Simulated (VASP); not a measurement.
Here is a VASP 6.6.1 calculation.

File INCAR:

```
ALGO     = Normal         # electronic algorithm
EDIFF    = 1E-7           # SCF threshold, eV
EDIFFG   = -0.01          # ionic threshold
ENCUT    = 500            # plane-wave cutoff, eV
GGA      = CA             # functional
GGA_COMPAT= False        
IBRION   = 2              # ionic algorithm
ISIF     = 3              # what is computed and relaxed
ISMEAR   = -1             # smearing method
LASPH    = True           # aspherical terms in the spheres
LCHARG   = False          # write CHGCAR
LREAL    = False          # projectors in reciprocal space
LWAVE    = False          # write WAVECAR
NELM     = 120            # most SCF steps
NELMIN   = 4            
NSW      = 80             # ionic steps
PREC     = Accurate       # precision mode
PSTRESS  = 600.0        
SIGMA    = 0.1            # smearing width, eV
```

Contents of KPOINTS:

```
k-points
0
Gamma
  9 9 9
```

POSCAR

```
Sb
1.0
   -1.7250000000      1.7250000000      1.7250000000
    1.7250000000     -1.7250000000      1.7250000000
    1.7250000000      1.7250000000     -1.7250000000
Sb
1
Direct
    0.0000000000      0.0000000000      0.0000000000
```

Potentials or basis: VASP PAW LDA potentials, release 64 (Sb).

Run with:

```bash
$ cat potpaw_LDA.64/Sb/POTCAR > POTCAR
$ mpirun -np 1 vasp_std > vasp.out
```

Task: What does it give for the space group after relaxing (to 0.05 Å)?

Result: Im-3m (No. 229).

Task: What does it give for the relaxed cell?

Result: a = 2.850 Å, b = 2.850 Å, c = 2.850 Å, α = 109.47°, β = 109.47°, γ = 109.47°.

Final structure:
```
Sb
1.0
    -1.64572    1.64572    1.64572
     1.64572   -1.64572    1.64572
     1.64572    1.64572   -1.64572
Sb
1
Cartesian
  0.0000 0.0000 0.0000
```

Caveat: the cell is relaxed towards a set pressure, so the enthalpy falls and the energy may rise. Zero-point motion and thermal expansion aren't in these numbers.
